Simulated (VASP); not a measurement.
Runs of VASP 6.6.1 on Pt. The structure is that of space group Fm-3m (No. 225), or close to it. The cells are those of the table. 

| potentials or basis | cell | k mesh | cutoff (eV) | second run | pressure (GPa) | moment (μB) |
| --- | --- | --- | --- | --- | --- | --- |
| VASP PAW PBE potentials, release 64 (Pt) | a = 2.734 Å, angles 60.0°, 1 atom | 8 × 8 × 8 | 520 | - | (a) | 0.00 |
| VASP PAW PBE potentials, release 64 (Pt_sv_GW) | a = 2.734 Å, angles 60.0°, 1 atom | 8 × 8 × 8 | 550 | valence_matched | 17.2 | 0.00 |
| VASP PAW PBE potentials, release 64 (Pt) | a = 2.772 Å, angles 60.0°, 1 atom | 12 × 12 × 12 | 520 | - | 5.7 | 0.00 |
| VASP PAW PBE potentials, release 64 (Pt_sv_GW) | a = 2.772 Å, angles 60.0°, 1 atom | 12 × 12 × 12 | 550 | valence_matched | 3.7 | 0.00 |

Alike in all rows: task single point; level r2SCAN; spin non-collinear, zero start, SOC; smearing gaussian 0.05 eV.

Question: Estimate the missing entries.

Answer: (a) 19.3.

Caveats: the PAW data sets were made with another functional, which shifts forces and pressure a little.

The runs don't all hold the same shells in valence.
